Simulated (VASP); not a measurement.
# Fe: relaxation of cell and atoms with revPBE

Crystal: Fe.

```
Fe
1.0
     2.55376    0.00000    0.00000
    -1.27688    2.21162    0.00000
     0.00000    0.00000    4.17029
Fe
2
Direct
  0.33333 0.66667 0.25000
  0.66667 0.33333 0.75000
```

This isn't the form of Fe at room conditions, which is bcc.

```
Program                : VASP 6.6.1
Task                   : relaxation of cell and atoms
Functional             : revPBE
Potentials or basis    : VASP PAW PBE potentials, release 64 (Fe)
Cutoff                 : 600 eV
k mesh                 : 14 × 14 × 8
Occupations            : fermi-dirac, width 0.1 eV
Spin                   : no spin polarisation
Dipole correction      : no
Further INCAR settings : ALGO = Normal; EDIFF = 1e-07; IBRION = 2; EDIFFG = -0.01; NSW = 80; ISIF = 3
```

- Relaxed volume: 10.34 Å³/atom
- Relaxed cell: a = 2.472 Å, b = 2.472 Å, c = 3.908 Å, α = 90.00°, β = 90.00°, γ = 120.00°
- Space group after relaxing (to 0.1 Å): P6_3/mmc (No. 194)
- Energy gained by relaxing: 139.7 meV/atom
- Ionic steps: 9
- Pressure after relaxing: 0.0 GPa
- Band gap on the k mesh: zero (bands 8 and 9 overlap by 1.79 eV)

Step by step:
```tsv
step	energy change (eV)	largest force (eV/Å)	pressure (GPa)	volume (Å³)
1	0.0000	0.0000	-25.81	23.55
2	0.2341	0.0000	62.76	17.65
3	-0.2746	0.0000	-0.76	20.75
4	-0.2750	0.0000	0.26	20.67
5	-0.2750	0.0000	0.99	20.62
6	-0.2792	0.0000	0.58	20.65
7	-0.2794	0.0000	0.63	20.65
8	-0.2793	0.0000	-0.75	20.75
9	-0.2794	0.0000	0.03	20.69
```

Final structure:
```cif
data_structure
_symmetry_space_group_name_H-M 'P 1'
_symmetry_Int_Tables_number 1
_cell_length_a 2.4724
_cell_length_b 2.4724
_cell_length_c 3.9084
_cell_angle_alpha 90.000
_cell_angle_beta 90.000
_cell_angle_gamma 120.000
_cell_volume 20.69
loop_
_atom_site_label
_atom_site_type_symbol
_atom_site_fract_x
_atom_site_fract_y
_atom_site_fract_z
_atom_site_occupancy
Fe1 Fe 0.33333 0.66667 0.25000 1
Fe2 Fe 0.66667 0.33333 0.75000 1
```

Levels at points of the mesh, in eV from the Fermi level:
```csv
k point,band 5,band 6,band 7,band 8,band 9,band 10,band 11,band 12
"(0.00, 0.00, 0.00)",-1.48,-1.15,-1.15,-0.82,-0.82,0.53,0.70,0.70
"(0.50, 0.00, 0.00)",-1.90,-1.48,-1.03,0.80,1.02,1.05,2.63,4.75
"(0.00, 0.00, 0.50)",-1.72,-1.72,-1.72,-1.72,0.32,0.32,0.32,0.32
"(0.50, 0.00, 0.50)",-0.63,-0.63,0.11,0.11,0.93,0.93,2.45,2.45
```

It took 110 s on 1 thread of Intel(R) Xeon(R) Platinum 8559C (Emerald Rapids), on a shared host, peak memory 0.17 GiB.

Caveat: the PAW data sets were made with another functional, which shifts forces and pressure a little; the run has no spin polarisation, though such a crystal can be magnetic. Spin polarisation is off, so any magnetic state and its effect on volume and gap are missing.
